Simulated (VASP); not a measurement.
# B3As3H2 in VASP: single point with PBE

Aim: the single point of B3As3H2 with PBE.

Program: VASP 6.6.1. These are calculated values, not measurements. Logs are shortened: lines on timing, memory, paths and dates and some standing lists are left out, and cuts for length are marked.

## 1. The cell of the first run

The cell holds a wire or tube with vacuum around it, 8 atoms: a = 18.500 Å, b = 9.300 Å, c = 3.392 Å, α = 90.00°, β = 90.00°, γ = 90.00°.

## 2. Single point, PBE

INCAR reads:

```
SYSTEM = B3As3H2
PREC     = Accurate       ! precision mode
ENCUT    = 520            ! plane-wave cutoff, eV
EDIFF    = 1E-6           ! SCF threshold, eV
ISMEAR   = 0              ! smearing method
SIGMA    = 0.05           ! smearing width, eV
LREAL    = .False.        ! projectors in reciprocal space
LASPH    = .True.         ! aspherical terms in the spheres
NELM     = 120            ! most SCF steps
ALGO     = Normal         ! electronic algorithm
ISIF     = 2              ! what is computed and relaxed
LWAVE    = .False.        ! write WAVECAR
LCHARG   = .False.        ! write CHGCAR
GGA      = PE             ! functional
NBANDS   = 38             ! bands
GGA_COMPAT= .False.
```

KPOINTS reads:

```
Automatic mesh
0
Gamma
  1 1 16
  0 0 0
```

POSCAR reads:

```
B3As3H2
1.0
   18.5000000000      0.0000000000      0.0000000000
    0.0000000000      9.3000000000      0.0000000000
    0.0000000000      0.0000000000      3.3924774873
B As H
3 3 2
Direct
    0.3754951139      0.5000000000      0.0000000000
    0.5341977599      0.5000000000      0.5000000000
    0.6926599880      0.5000000000      0.0000000000
    0.3263487957      0.5000000000      0.5000000000
    0.4818792427      0.5000000000      0.0000000000
    0.6405287215      0.5000000000      0.5000000000
    0.7571942524      0.5000000000      0.0000000000
    0.2452096395      0.5000000000      0.5000000000
```

Potentials or basis: VASP PAW PBE potentials, release 64 (B, As_d, H).

The run is started by

```console
> cat potpaw_PBE.64/B/POTCAR potpaw_PBE.64/As_d/POTCAR potpaw_PBE.64/H/POTCAR > POTCAR
> mpirun -np 1 vasp_std > vasp.out
```

OUTCAR:

```text
SYSTEM = B3As3H2
   PREC = Accurate
   ENCUT = 520
   EDIFF = 1E-6
   ISMEAR = 0
   LREAL = .False.
   LASPH = .True.
   NELM = 120
   ISIF = 2
   GGA = PE

 ion  position               nearest neighbor table
   1  0.375  0.500  0.000-   4 1.92   4 1.92   5 1.97
   2  0.534  0.500  0.500-   5 1.95   5 1.95   6 1.97
   3  0.693  0.500  0.000-   7 1.19   6 1.95   6 1.95
   4  0.326  0.500  0.500-   8 1.50   1 1.92   1 1.92
   5  0.482  0.500  0.000-   2 1.95   2 1.95   1 1.97
   6  0.641  0.500  0.500-   3 1.95   3 1.95   2 1.97
   7  0.757  0.500  0.000-   3 1.19
   8  0.245  0.500  0.500-   4 1.50

  LATTYP: Found a simple orthorhombic cell.
 ALAT       =     3.3924774873
 B/A-ratio  =     2.7413593855
 C/A-ratio  =     5.4532417884

  Lattice vectors:

 A1 = (   0.0000000000,   0.0000000000,  -3.3924774873)
 A2 = (   0.0000000000,   9.3000000000,   0.0000000000)
 A3 = (  18.5000000000,   0.0000000000,   0.0000000000)

Analysis of symmetry for initial positions (statically):
=====================================================================
 Subroutine PRICEL returns:
 Original cell was already a primitive cell.

 Routine SETGRP: Setting up the symmetry group for a
 simple orthorhombic supercell.

 Subroutine GETGRP returns: Found  4 space group operations
 (whereof  4 operations were pure point group operations)
 out of a pool of  8 trial point group operations.

The static configuration has the point symmetry C_2v.

Analysis of symmetry for dynamics (positions and initial velocities):
=====================================================================
 Subroutine PRICEL returns:
 Original cell was already a primitive cell.

 Routine SETGRP: Setting up the symmetry group for a
 simple orthorhombic supercell.

 Subroutine GETGRP returns: Found  4 space group operations
 (whereof  4 operations were pure point group operations)
 out of a pool of  8 trial point group operations.

The dynamic configuration has the point symmetry C_2v.

 Subroutine INISYM returns: Found  4 space group operations
 (whereof  4 operations are pure point group operations),
 and found     1 'primitive' translations

----------------------------------------------------------------------------------------

                                     Primitive cell

  volume of cell :     583.6758

  direct lattice vectors                    reciprocal lattice vectors
    18.500000000  0.000000000  0.000000000     0.054054054  0.000000000  0.000000000
     0.000000000  9.300000000  0.000000000     0.000000000  0.107526882  0.000000000
     0.000000000  0.000000000  3.392477487     0.000000000  0.000000000  0.294769826

  length of vectors
    18.500000000  9.300000000  3.392477487     0.054054054  0.107526882  0.294769826

  position of ions in fractional coordinates (direct lattice)
     0.375495114  0.500000000  0.000000000
     0.534197760  0.500000000  0.500000000
     0.692659988  0.500000000  0.000000000
     0.326348796  0.500000000  0.500000000
     0.481879243  0.500000000  0.000000000
     0.640528721  0.500000000  0.500000000
     0.757194252  0.500000000  0.000000000
     0.245209639  0.500000000  0.500000000

  ion indices of the primitive-cell ions
   primitive index   ion index
                 1           1
                 2           2
                 3           3
                 4           4
                 5           5
                 6           6
                 7           7
                 8           8

----------------------------------------------------------------------------------------

 KPOINTS: Automatic mesh

Automatic generation of k-mesh.
 Grid dimensions read from file:
 generate k-points for:    1    1   16

 Generating k-lattice:

  Cartesian coordinates                     Fractional coordinates (reciprocal lattice)
     0.054054054  0.000000000  0.000000000     1.000000000  0.000000000  0.000000000
     0.000000000  0.107526882  0.000000000     0.000000000  1.000000000  0.000000000
     0.000000000  0.000000000  0.018423114     0.000000000  0.000000000  0.062500000

  Length of vectors
     0.054054054  0.107526882  0.018423114

  Shift w.r.t. Gamma in fractional coordinates (k-lattice)
     0.000000000  0.000000000  0.000000000

 Subroutine IBZKPT returns following result:
 ===========================================

 Found      9 irreducible k-points:

 Following reciprocal coordinates:
            Coordinates               Weight
  0.000000  0.000000  0.000000      1.000000
  0.000000  0.000000  0.062500      2.000000
  0.000000  0.000000  0.125000      2.000000
  0.000000  0.000000  0.187500      2.000000
  0.000000  0.000000  0.250000      2.000000
  0.000000  0.000000  0.312500      2.000000
  0.000000  0.000000  0.375000      2.000000
  0.000000  0.000000  0.437500      2.000000
  0.000000  0.000000  0.500000      1.000000
   k-points           NKPTS =      9   k-points in BZ     NKDIM =      9   number of bands    NBANDS=     38
   number of dos      NEDOS =    301   number of ions     NIONS =      8
   total plane-waves  NPLWV = 274400
   dimension x,y,z NGX =   140 NGY =   70 NGZ =   28
   dimension x,y,z NGXF=   280 NGYF=  140 NGZF=   56
   ions per type =               3   3   2
   NGX,Y,Z   is equivalent  to a cutoff of  12.58, 12.51, 13.72 a.u.
   NGXF,Y,Z  is equivalent  to a cutoff of  25.16, 25.03, 27.44 a.u.
 SYSTEM =  B3As3H2
   PREC   = accura    normal or accurate (medium, high low for compatibility)
   ISTART =      0    job   : 0-new  1-cont  2-samecut
   ICHARG =      2    charge: 1-file 2-atom 10-const
   ISPIN  =      1    spin polarized calculation?
   LNONCOLLINEAR =      F non collinear calculations
   LSORBIT =      F    spin-orbit coupling
   LASPH  =      T    aspherical Exc in radial PAW
   ENCUT  =  520.0 eV  38.22 Ry    6.18 a.u.  34.40 17.29  6.31*2*pi/ulx,y,z
   NELM   =    120;   NELMIN=  2; NELMDL= -5     # of ELM steps
   EDIFF  = 0.1E-05   stopping-criterion for ELM
   LREAL  =      F    real-space projection
   EDIFFG = 0.1E-04   stopping-criterion for IOM
   NSW    =      0    number of steps for IOM
   IBRION =     -1    ionic relax: 0-MD 1-quasi-New 2-CG
   NFREE  =      0    steps in history (QN), initial steepest desc. (CG)
   ISIF   =      2    stress and relaxation
   ISYM   =      2    0-nonsym 1-usesym 2-fastsym
   POTIM  = 0.5000    time-step for ionic-motion
   TEBEG  =    0.0;   TEEND  =   0.0 temperature during run
   PSTRESS=    0.0 pullay stress
   NELECT =      56.0000    total number of electrons
   NUPDOWN=      -1.0000    fix difference up-down
   EMIN   =  10.00;   EMAX   =-10.00  energy-range for DOS
   EFERMI =   0.00;   METHOD = LEGACY
   ISMEAR =     0;   SIGMA  =   0.05  broadening in eV -4-tet -1-fermi 0-gaus
   EFERMI_NEDOS =   21; number of points for ismear=-14 and -15
   IALGO  =     38    algorithm
   IMIX   =      4    mixing-type and parameters
     AMIX     =   0.40;   BMIX     =  1.00
     AMIX_MAG =   1.60;   BMIX_MAG =  1.00
  volume/ion in A,a.u.               =      72.96       492.35
  Fermi-wavevector in a.u.,A,eV,Ry     =   0.749457  1.416269  7.642207  0.561686
  Thomas-Fermi vector in A             =   1.845982
   LORBIT       =      0    0 simple, 1 ext, 2 COOP (PROOUT), +10 PAW based schemes
   GGA     = PE    functional components
   LHFCALC =     F    Hartree Fock is set to
   AEXX    =    0.0000 exact exchange contribution
   IVDW    =     0    specifies the selected vdW correction
   LEPSILON=     F    determine dielectric tensor
   LRPA    =     F    only Hartree local field effects (RPA)
 non-spin polarized calculation
 Gauss-broadening in eV      SIGMA  =   0.05
  energy-cutoff  :      520.00
  volume of cell :      583.68
 maximum number of plane-waves:     15777
 NGX is ok and might be reduce to   140
   NGX = 69   NGY = 35   NGZ = 13

 number of electron      56.0000010 magnetization

 Free energy of the ion-electron system (eV)
  ---------------------------------------------------
  ext. energy  EPLUGINS =         0.00000000
  ---------------------------------------------------
  free energy    TOTEN  =       -38.37425289 eV

  energy without entropy =      -38.37425289  energy(sigma->0) =      -38.37425289

 E-fermi :  -3.2485     XC(G=0):  -2.7797

 val. band max:       -3.5603666066   @ k =   0.0000   0.0000   0.4375
 cond. band min:      -2.3335428889   @ k =   0.0000   0.0000   0.4375
 fundamental gap:      1.2268237177
 Fermi energy:        -3.2484842999

 k-point     1 :       0.0000    0.0000    0.0000
  band No.  band energies     occupation
      1     -38.9637      2.00000
      2     -38.9413      2.00000
      3     -38.8948      2.00000
      4     -38.8752      2.00000
      5     -38.8410      2.00000
      6     -38.7821      2.00000
[... 30 lines left out ...]
     37       1.1386      0.00000
     38       2.0821      0.00000

 k-point     2 :       0.0000    0.0000    0.0625
  band No.  band energies     occupation
      1     -38.9635      2.00000
      2     -38.9414      2.00000
      3     -38.8948      2.00000
      4     -38.8750      2.00000
      5     -38.8411      2.00000
      6     -38.7821      2.00000
[... 30 lines left out ...]
     37       1.2668      0.00000
     38       2.0396      0.00000

 k-point     3 :       0.0000    0.0000    0.1250
  band No.  band energies     occupation
      1     -38.9628      2.00000
      2     -38.9414      2.00000
      3     -38.8947      2.00000
      4     -38.8741      2.00000
      5     -38.8415      2.00000
      6     -38.7820      2.00000
[... 30 lines left out ...]
     37       1.7827      0.00000
[... 166 lines left out ...]
 k-point     8 :       0.0000    0.0000    0.4375
  band No.  band energies     occupation
      1     -38.9581      2.00000
      2     -38.9419      2.00000
      3     -38.8945      2.00000
      4     -38.8676      2.00000
      5     -38.8442      2.00000
      6     -38.7815      2.00000
[... 30 lines left out ...]
     37       3.1226      0.00000
     38       3.5303      0.00000

 k-point     9 :       0.0000    0.0000    0.5000
  band No.  band energies     occupation
      1     -38.9579      2.00000
      2     -38.9419      2.00000
      3     -38.8944      2.00000
      4     -38.8673      2.00000
      5     -38.8443      2.00000
      6     -38.7815      2.00000
[... 30 lines left out ...]
     37       3.4418      0.00000
     38       3.6665      0.00000

------------------------ aborting loop because EDIFF is reached ----------------------------------------

  FORCE on cell =-STRESS in cart. coord.  units (eV):
  Direction    XX          YY          ZZ          XY          YZ          ZX
  --------------------------------------------------------------------------------------
  -------------------------------------------------------------------------------------
  Total       -0.2655828      0.0004207     -0.2467473      0.0000000      0.0000000      0.0000000
  in kB       -0.7290190      0.0011548     -0.6773160      0.0000000      0.0000000      0.0000000
  external PRESSURE =      -0.4683934 kB  Pullay stress =       0.0000000 kB

 VOLUME and BASIS-vectors are now :
 -----------------------------------------------------------------------------
  energy-cutoff  :      520.00
  volume of cell :      583.68
      direct lattice vectors                 reciprocal lattice vectors
    18.500000000  0.000000000  0.000000000     0.054054054  0.000000000  0.000000000
     0.000000000  9.300000000  0.000000000     0.000000000  0.107526882  0.000000000
     0.000000000  0.000000000  3.392477487     0.000000000  0.000000000  0.294769826

 POSITION                                       TOTAL-FORCE (eV/Angst)
 -----------------------------------------------------------------------------------
      6.94666      4.65000      0.00000        -0.005225      0.000000      0.000000
      9.88266      4.65000      1.69624        -0.005592      0.000000      0.000000
     12.81421      4.65000      0.00000        -0.035082      0.000000      0.000000
      6.03745      4.65000      1.69624        -0.019063      0.000000      0.000000
      8.91477      4.65000      0.00000         0.004454      0.000000      0.000000
     11.84978      4.65000      1.69624         0.005598      0.000000      0.000000
     14.00809      4.65000      0.00000         0.009513      0.000000      0.000000
      4.53638      4.65000      1.69624         0.045399      0.000000      0.000000
 -----------------------------------------------------------------------------------
    total drift:                               -0.001810     -0.000000      0.000005

  FREE ENERGIE OF THE ION-ELECTRON SYSTEM (eV)
  ---------------------------------------------------
  free  energy   TOTEN  =       -38.3742528944 eV

  energy  without entropy=      -38.3742528944  energy(sigma->0) =      -38.37425289
```

It took 4.5 min on 1 thread of Intel Xeon Platinum 8559C (Emerald Rapids), shared host; peak memory 0.68 GiB.

Results:

* Free energy: -38.3743 eV
* Largest force: 0.045 eV/Å
* Band gap on the k mesh: 1.23 eV

Forces on the atoms (eV/Å):
```
B   -0.005  0.000  0.000
B   -0.006  0.000  0.000
B   -0.035  0.000  0.000
As  -0.019  0.000  0.000
As   0.004  0.000  0.000
As   0.006  0.000  0.000
H    0.010  0.000  0.000
H    0.045  0.000  0.000
```
